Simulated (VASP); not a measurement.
Set up this calculation in VASP 6.6.1, as the native input.

```
Task                   : single point
Functional             : PBE
Potentials or basis    : VASP PAW PBE potentials, release 64 (K_sv, F)
Cutoff                 : 520 eV
k mesh                 : 8 × 8 × 8
Occupations            : gaussian, width 0.05 eV
Spin                   : no spin polarisation
Dipole correction      : no
Further INCAR settings : ALGO = Normal; EDIFF = 1e-07; NBANDS = 15
```

The structure of KF lies in POSCAR:

```
KF
1.0
    0.0000000000      2.6066625000      2.8071750000
    2.6066625000      0.0000000000      2.8071750000
    2.6066625000      2.6066625000      0.0000000000
K F
1 1
Direct
    0.0000000000      0.0000000000      0.0000000000
    0.5000000000      0.5000000000      0.5000000000
```

This cell differs from its parent crystal: strain -0.025 along x and y, +0.050 along z.

One way to write it, as run:

INCAR

```
PREC     = Accurate       # precision mode
ENCUT    = 520            # plane-wave cutoff, eV
EDIFF    = 1E-7           # SCF threshold, eV
ISMEAR   = 0              # smearing method
SIGMA    = 0.05           # smearing width, eV
LREAL    = F              # projectors in reciprocal space
LASPH    = T              # aspherical terms in the spheres
NELM     = 100            # most SCF steps
ALGO     = Normal         # electronic algorithm
ISIF     = 2              # what is computed and relaxed
LWAVE    = F              # write WAVECAR
LCHARG   = F              # write CHGCAR
GGA      = PE             # functional
NBANDS   = 15             # bands
```

KPOINTS

```
regular mesh
0
Gamma
  8 8 8
```

Potentials or basis: VASP PAW PBE potentials, release 64 (K_sv, F).

Launch:

```console
$ cat potpaw_PBE.64/K_sv/POTCAR potpaw_PBE.64/F/POTCAR > POTCAR
$ mpirun -np 1 vasp_std > vasp.out
```

It gave:

```yaml
Pressure: 1.9 GPa
Band_gap_on_the_k_mesh: 6.10 eV, direct
```

Caveat: the cell differs from its parent crystal (strain -0.025 along x and y, +0.050 along z).

Wall time 29 s on 1 thread of Intel(R) Xeon(R) Platinum 8259CL CPU @ 2.50GHz (Skylake/Cascade Lake) (shared host), peak memory 0.17 GiB.
